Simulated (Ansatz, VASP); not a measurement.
# One calculation of Si, two programs

```
CELL_PARAMETERS angstrom
3.93700 0.00000 0.00000
-1.96850 3.40954 0.00000
0.00000 0.00000 28.00000
ATOMIC_POSITIONS crystal
Si 0.33333 0.66667 0.51020
Si 0.66667 0.33333 0.48980
```

Alike in both runs: task single point; functional PBE; k mesh 15 × 15 × 1; occupations gaussian, width 0.1 eV; no spin polarisation.

```csv
,VASP,Ansatz
version,VASP 6.6.1,Ansatz 0.2.0
potentials or method,"VASP PAW PBE potentials, release 64 (Si), cutoff 520 eV","scalar-relativistic, plane waves, PAW"
valence electrons in the cell,8,8
```

|  | VASP | Ansatz | Ansatz less VASP |
| --- | --- | --- | --- |
| gap on the k mesh at the Fermi level (eV) | none | none | - |
| rms of the force components (eV/Å) | 0.229 | 0.226 | -0.0029 |

Atom by atom the forces differ by 0.003 eV/Å (rms over components). A gap of «none» marks a metal or a gap that the smearing closes.
